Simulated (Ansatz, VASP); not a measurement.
**Two plane-wave programs on BeS**

```
CELL_PARAMETERS angstrom
3.42543 0.00000 0.00000
-1.71272 2.96651 0.00000
0.00000 0.00000 7.62624
ATOMIC_POSITIONS crystal
Be 0.33333 0.66667 0.25000
Be 0.66667 0.33333 0.75000
S 0.66667 0.33333 0.25000
S 0.33333 0.66667 0.75000
```

Alike in both runs: task single point; functional PBE; k mesh 9 × 9 × 4; no spin polarisation.

|  | VASP | Ansatz |
| --- | --- | --- |
| version | VASP 6.6.1 | Ansatz 0.2.0 |
| potentials or method | VASP PAW PBE potentials, release 64 (Be, S) | plane waves, PAW |
| plane-wave cutoff (eV) | 520 | 420 |
| occupations | gaussian, width 0.01 eV | fixed |
| valence electrons in the cell | 16 | 16 |

|  | VASP | Ansatz | Ansatz less VASP |
| --- | --- | --- | --- |
| gap on the k mesh at the Fermi level (eV) | 4.21 | 4.18 | -0.023 |
| pressure (GPa) | 2.0 | 2.1 | +0.02 |
| traceless stress, the component that is largest in VASP (GPa) | -1.94 | -1.93 | +0.017 |
